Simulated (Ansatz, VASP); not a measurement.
# Sn: VASP beside Ansatz

The input INCAR:

```
SYSTEM = Sn
PREC     = Accurate       ! precision mode
ENCUT    = 520            ! plane-wave cutoff, eV
EDIFF    = 1E-6           ! SCF threshold, eV
ISMEAR   = 0              ! smearing method
SIGMA    = 0.016          ! smearing width, eV
LREAL    = .False.        ! projectors in reciprocal space
LASPH    = .True.         ! aspherical terms in the spheres
NELM     = 60             ! most SCF steps
ALGO     = Normal         ! electronic algorithm
ISIF     = 2              ! what is computed and relaxed
LWAVE    = .False.        ! write WAVECAR
LCHARG   = .False.        ! write CHGCAR
GGA      = PE             ! functional
NBANDS   = 21             ! bands
```

KPOINTS

```
regular mesh
0
Gamma
  9 9 9
  0 0 0
```

Contents of POSCAR:

```
Sn
1.0
   -2.9401404553      2.9401404553      1.5993019889
    2.9401404553     -2.9401404553      1.5993019889
    2.9401404553      2.9401404553     -1.5993019889
Sn
2
Direct
    0.0000000000      0.0000000000      0.0000000000
    0.7500000000      0.2500000000      0.5000000000
```

File input.yaml:

```yaml
crystal:
  lattice:
    - [-2.9401404553, 2.9401404553, 1.5993019889]
    - [2.9401404553, -2.9401404553, 1.5993019889]
    - [2.9401404553, 2.9401404553, -1.5993019889]
  atoms:
    - { symbol: Sn, position: [0.0, 0.0, 0.0] }
    - { symbol: Sn, position: [0.75, 0.25, 0.5] }
hamiltonian:
  xc: pbe
  pseudopotentials: { kind: paw }
kpoints:
  mp_grid: { grid: [9, 9, 9] }
scf:
  occupations: { method: gaussian, width: 0.016 }
output:
  forces: true
  stress: true
  eigenvalues: true
```

Alike in both runs: task single point; functional PBE; k mesh 9 × 9 × 9; occupations gaussian, width 0.016 eV; no spin polarisation.

|  | VASP | Ansatz |
| --- | --- | --- |
| version | VASP 6.6.1 | Ansatz 0.2.0 |
| potentials or method | VASP PAW PBE potentials, release 64 (Sn_d) | Ansatz PAW |
| plane-wave cutoff (eV) | 520 | 420 |
| valence electrons in the cell | 28 | 28 |

```tsv
	VASP	Ansatz	Ansatz less VASP
gap on the k mesh at the Fermi level (eV)	none	none	-
pressure (GPa)	1.4	1.4	+0.05
traceless stress, the component that is largest in VASP (GPa)	-0.24	-0.25	-0.007
```

A gap of «none» marks a metal or a gap that the smearing closes.
